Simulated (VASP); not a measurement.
# SiC (F-43m) in VASP: a series of runs, part 2 of 2

VASP 6.6.1.

## (4) Single point, PBE (strained)

Input file INCAR:

```
SYSTEM = SiC
ALGO = Normal
EDIFF = 1E-7
ENCUT = 520
GGA = PE
ISIF = 2
ISMEAR = 0
LASPH = .True.
LCHARG = .False.
LREAL = .False.
LWAVE = .False.
NBANDS = 11
NELM = 100
PREC = Accurate
SIGMA = 0.02
```

Input file KPOINTS:

```
k-points
0
Gamma
  12 12 12
  0 0 0
```

Input file POSCAR:

```
SiC
1.0
    0.0000000000      2.2353720200      2.2353720200
    2.2353720200      0.0000000000      2.2353720200
    2.2353720200      2.2353720200      0.0000000000
Si C
1 1
Direct
    0.0000000000      0.0000000000      0.0000000000
    0.7500000000      0.7500000000      0.7500000000
```

Run with:

```
$ cat potpaw_PBE.64/Si/POTCAR potpaw_PBE.64/C/POTCAR > POTCAR
$ mpirun -np 1 vasp_std > vasp.out
```

Run time: 12 s. Hardware: 1 thread of Intel Xeon 8259CL, shared host; peak memory 0.14 GiB.

It converged, with:

```yaml
Free_energy: -15.0100 eV
Pressure: -11.6 GPa
Band_gap_on_the_k_mesh: 1.42 eV (least direct gap 4.46 eV)
```

Levels at points of the mesh, in eV from the valence-band top:
| k point | band 1 | band 2 | band 3 | band 4 | band 5 | band 6 | band 7 | band 8 | band 9 |
| --- | --- | --- | --- | --- | --- | --- | --- | --- | --- |
| (0.00, 0.00, 0.00) | -14.81 | 0.00 | 0.00 | 0.00 | 5.34 | 6.80 | 6.80 | 6.80 | 14.07 |
| (0.50, 0.00, 0.00) | -11.52 | -8.13 | -1.03 | -1.03 | 4.75 | 6.92 | 6.92 | 9.63 | 15.32 |
| (0.50, 0.50, 0.00) | -10.15 | -7.56 | -3.04 | -3.04 | 1.42 | 4.06 | 13.15 | 13.15 | 13.80 |

Caveat: the cell differs from its parent crystal (strained); the cell stands under tension.

## (5) Single point, PBE (strained)

Input file INCAR:

```
ALGO = Normal
EDIFF = 1E-6
ENCUT = 520
GGA = PE
ISIF = 2
ISMEAR = 0
LASPH = True
LCHARG = False
LREAL = False
LWAVE = False
NBANDS = 11
NELM = 80
PREC = Accurate
SIGMA = 0.02
```

Input file KPOINTS:

```
k-points
0
Gamma
  12 12 12
```

Input file POSCAR:

```
SiC
1.0
    0.0000000000      2.2097623000      2.2097623000
    2.2097623000      0.0000000000      2.2097623000
    2.2097623000      2.2097623000      0.0000000000
Si C
1 1
Direct
    0.0000000000      0.0000000000      0.0000000000
    0.7500000000      0.7500000000      0.7500000000
```

Potentials or basis: VASP PAW PBE potentials, release 64 (Si, C).

Run with:

```
$ cat potpaw_PBE.64/Si/POTCAR potpaw_PBE.64/C/POTCAR > POTCAR
$ mpirun -np 1 vasp_std > vasp.out
```

OUTCAR:

```text
EDIFF = 1E-6
   ENCUT = 520
   GGA = PE
   ISIF = 2
   ISMEAR = 0
   LASPH = True
   LREAL = False
   NELM = 80
   PREC = Accurate

 ion  position               nearest neighbor table
   1  0.000  0.000  0.000-   2 1.91   2 1.91   2 1.91   2 1.91
   2  0.750  0.750  0.750-   1 1.91   1 1.91   1 1.91   1 1.91

  LATTYP: Found a face centered cubic cell.
 ALAT       =     4.4195246000

  Lattice vectors:

 A1 = (   0.0000000000,   2.2097623000,   2.2097623000)
 A2 = (   2.2097623000,   0.0000000000,   2.2097623000)
 A3 = (   2.2097623000,   2.2097623000,   0.0000000000)

Analysis of symmetry for initial positions (statically):
=====================================================================
 Subroutine PRICEL returns:
 Original cell was already a primitive cell.

 Routine SETGRP: Setting up the symmetry group for a
 face centered cubic supercell.

 Subroutine GETGRP returns: Found 24 space group operations
 (whereof 24 operations were pure point group operations)
 out of a pool of 48 trial point group operations.

The static configuration has the point symmetry T_d .

Analysis of symmetry for dynamics (positions and initial velocities):
=====================================================================
 Subroutine PRICEL returns:
 Original cell was already a primitive cell.

 Routine SETGRP: Setting up the symmetry group for a
 face centered cubic supercell.

 Subroutine GETGRP returns: Found 24 space group operations
 (whereof 24 operations were pure point group operations)
 out of a pool of 48 trial point group operations.

The dynamic configuration has the point symmetry T_d .

 Subroutine INISYM returns: Found 24 space group operations
 (whereof 24 operations are pure point group operations),
 and found     1 'primitive' translations

----------------------------------------------------------------------------------------
[... 118 lines left out ...]
   GGA     = PE    functional components
   LHFCALC =     F    Hartree Fock is set to
   AEXX    =    0.0000 exact exchange contribution
   IVDW    =     0    specifies the selected vdW correction
   LEPSILON=     F    determine dielectric tensor
   LRPA    =     F    only Hartree local field effects (RPA)
 non-spin polarized calculation
 Gauss-broadening in eV      SIGMA  =   0.02
  energy-cutoff  :      520.00
  volume of cell :       21.58
 maximum number of plane-waves:       604
   NGX = 11   NGY = 11   NGZ = 11

 number of electron       8.0000001 magnetization

 Free energy of the ion-electron system (eV)
  ---------------------------------------------------
  ext. energy  EPLUGINS =         0.00000000
  ---------------------------------------------------
  free energy    TOTEN  =       -15.05088483 eV

  energy without entropy =      -15.05088483  energy(sigma->0) =      -15.05088483

 E-fermi :   7.7652     XC(G=0): -11.1735

 val. band max:        7.6417703782   @ k =   0.0000   0.0000   0.0000
 cond. band min:       9.0364315122   @ k =   0.5000   0.5000   0.0000
 fundamental gap:      1.3946611340
 Fermi energy:         7.7651810715

 k-point     1 :       0.0000    0.0000    0.0000
  band No.  band energies     occupation
      1      -7.4352      2.00000
      2       7.6418      2.00000
      3       7.6418      2.00000
      4       7.6418      2.00000
      5      13.3845      0.00000
      6      14.6631      0.00000
      7      14.6631      0.00000
      8      14.6631      0.00000
      9      21.9057      0.00000
     10      21.9057      0.00000
     11      23.4793      0.00000
[... 309 lines left out ...]
 k-point    24 :      -0.4167    0.1667    0.0000
  band No.  band energies     occupation
      1      -3.7078      2.00000
      2      -0.1681      2.00000
      3       4.6094      2.00000
      4       6.1570      2.00000
      5      12.6457      0.00000
      6      15.0513      0.00000
      7      15.9658      0.00000
      8      18.4281      0.00000
      9      21.9322      0.00000
     10      22.6866      0.00000
     11      25.3353      0.00000

 [... further k-points ...]

------------------------ aborting loop because EDIFF is reached ----------------------------------------

  FORCE on cell =-STRESS in cart. coord.  units (eV):
  Direction    XX          YY          ZZ          XY          YZ          ZX
  --------------------------------------------------------------------------------------
  -------------------------------------------------------------------------------------
  Total       -0.7418401     -0.7418401     -0.7418401      0.0000000      0.0000000     -0.0000000
  in kB      -55.0749605    -55.0749605    -55.0749605      0.0000000      0.0000000     -0.0000000
  external PRESSURE =     -55.0749605 kB  Pullay stress =       0.0000000 kB

 VOLUME and BASIS-vectors are now :
 -----------------------------------------------------------------------------
  energy-cutoff  :      520.00
  volume of cell :       21.58
      direct lattice vectors                 reciprocal lattice vectors
     0.000000000  2.209762300  2.209762300    -0.226268681  0.226268681  0.226268681
     2.209762300  0.000000000  2.209762300     0.226268681 -0.226268681  0.226268681
     2.209762300  2.209762300  0.000000000     0.226268681  0.226268681 -0.226268681

 POSITION                                       TOTAL-FORCE (eV/Angst)
 -----------------------------------------------------------------------------------
      0.00000      0.00000      0.00000        -0.000000     -0.000000     -0.000000
      3.31464      3.31464      3.31464         0.000000      0.000000      0.000000
 -----------------------------------------------------------------------------------
    total drift:                               -0.000000     -0.000000     -0.000000

  FREE ENERGIE OF THE ION-ELECTRON SYSTEM (eV)
  ---------------------------------------------------
  free  energy   TOTEN  =       -15.0508848291 eV

  energy  without entropy=      -15.0508848291  energy(sigma->0) =      -15.05088483
```

Run time: 14 s. Hardware: 1 thread of Intel Xeon 8259CL, shared host; peak memory 0.14 GiB.

Results:

```yaml
Free_energy: -15.0509 eV
Pressure: -5.5 GPa
Band_gap_on_the_k_mesh: 1.39 eV (least direct gap 4.50 eV)
```

Caveat: the cell differs from its parent crystal (strained); the cell stands under tension. A k mesh can miss the band edges.

## (6) Single point, PBE (strained)

Input file INCAR:

```
SYSTEM = SiC
PREC = Accurate ; ENCUT = 520
EDIFF = 1E-6 ; ISMEAR = 0
SIGMA = 0.02 ; LREAL = .False.
LASPH = .True. ; NELM = 60
ALGO = Normal ; ISIF = 2
LWAVE = .False. ; LCHARG = .False.
GGA = PE ; NBANDS = 11
```

Input file KPOINTS:

```
regular mesh
0
Gamma
  12 12 12
  0 0 0
```

Input file POSCAR:

```
SiC
1.0
    0.0000000000      2.2350024400      2.2350024400
    2.2350024400      0.0000000000      2.2350024400
    2.2350024400      2.2350024400      0.0000000000
Si C
1 1
Direct
    0.0000000000      0.0000000000      0.0000000000
    0.7500000000      0.7500000000      0.7500000000
```

Potentials or basis: VASP PAW PBE potentials, release 64 (Si, C).

Run with:

```
$ cat potpaw_PBE.64/Si/POTCAR potpaw_PBE.64/C/POTCAR > POTCAR
$ mpirun -np 1 vasp_std > vasp.out
```

Wall time 15 s (1 thread of Intel Xeon 8259CL, shared host); peak memory 0.14 GiB.

It converged, with:

* Free energy: -15.0108 eV
* Pressure: -11.6 GPa
* Band gap on the k mesh: 1.42 eV (least direct gap 4.46 eV)

Levels at points of the mesh, in eV from the valence-band top:
```csv
k point,band 1,band 2,band 3,band 4,band 5,band 6,band 7,band 8,band 9
"(0.00, 0.00, 0.00)",-14.82,0.00,0.00,0.00,5.35,6.80,6.80,6.80,14.07
"(0.50, 0.00, 0.00)",-11.53,-8.13,-1.03,-1.03,4.76,6.92,6.92,9.63,15.32
"(0.50, 0.50, 0.00)",-10.15,-7.56,-3.04,-3.04,1.42,4.06,13.16,13.16,13.81
```

Caveat: the cell differs from its parent crystal (strained); the cell stands under tension. A k mesh can miss the band edges.

## (7) The runs side by side

| cell | k mesh | smearing | gap on the mesh (eV) | pressure (GPa) |
| --- | --- | --- | --- | --- |
| a = 6.194 Å, angles 60.0°, 16 atoms, atomic positions A | 6 × 6 × 6 | gaussian 0.05 eV | 1.37 | 0.0 |
| a = 3.124 Å, angles 60.0°, 2 atoms, atomic positions B | 12 × 12 × 12 | gaussian 0.02 eV | 1.39 | -5.3 |
| a = 3.161 Å, angles 60.0°, 2 atoms, atomic positions B | 12 × 12 × 12 | gaussian 0.02 eV | 1.42 | -11.6 |
| a = 3.125 Å, angles 60.0°, 2 atoms, atomic positions B | 12 × 12 × 12 | gaussian 0.02 eV | 1.39 | -5.5 |

Alike in all rows: task single point; level PBE; potentials or basis VASP PAW PBE potentials, release 64 (Si, C); no spin polarisation; cutoff (eV) 520.

Caveats: the cell stands under tension (at least some runs).

Absolute energies hang on the potentials; compare differences alone.
